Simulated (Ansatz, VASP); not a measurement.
# Ag: VASP and Ansatz over several settings

```
Ag
1.0
     2.92418    0.00000    0.00000
    -1.46209    2.53241    0.00000
     0.00000    0.00000   10.13159
Ag
4
Direct
  0.00000 0.00000 0.50000
  0.00000 0.00000 0.00000
  0.66667 0.33333 0.75000
  0.33333 0.66667 0.25000
```

Single points on this cell with VASP 6.6.1 and Ansatz 0.2.0. Each row is one pair of runs. Alike in all rows: spin: off; k mesh: 11 × 11 × 3; smearing: fermi-dirac, width 0.05 eV.

```tsv
level	VASP's potentials, cutoff	Ansatz's potentials, cutoff	gap on the k mesh at the Fermi level (eV), VASP	gap on the k mesh at the Fermi level (eV), Ansatz	pressure (GPa), VASP	pressure (GPa), Ansatz
PBE	VASP PAW PBE potentials, release 64 (Ag), 520 eV	Ansatz PAW, 420 eV	none	none	-3.6	-3.6
LDA	VASP PAW LDA potentials, release 64 (Ag), 520 eV	Ansatz PAW, 420 eV	none	none	-13.5	-13.6
r2SCAN	VASP PAW PBE potentials, release 64 (Ag), 520 eV	Ansatz PAW, 500 eV	none	none	-6.3	-6.3
```

Pressure (GPa): the two programs differ by at most 0.15.

VASP's potentials hold 44 valence electrons a cell and Ansatz's 76, so a difference there can come from the potentials and not from the codes.

A gap of «none» marks a metal or a gap that the smearing closes.
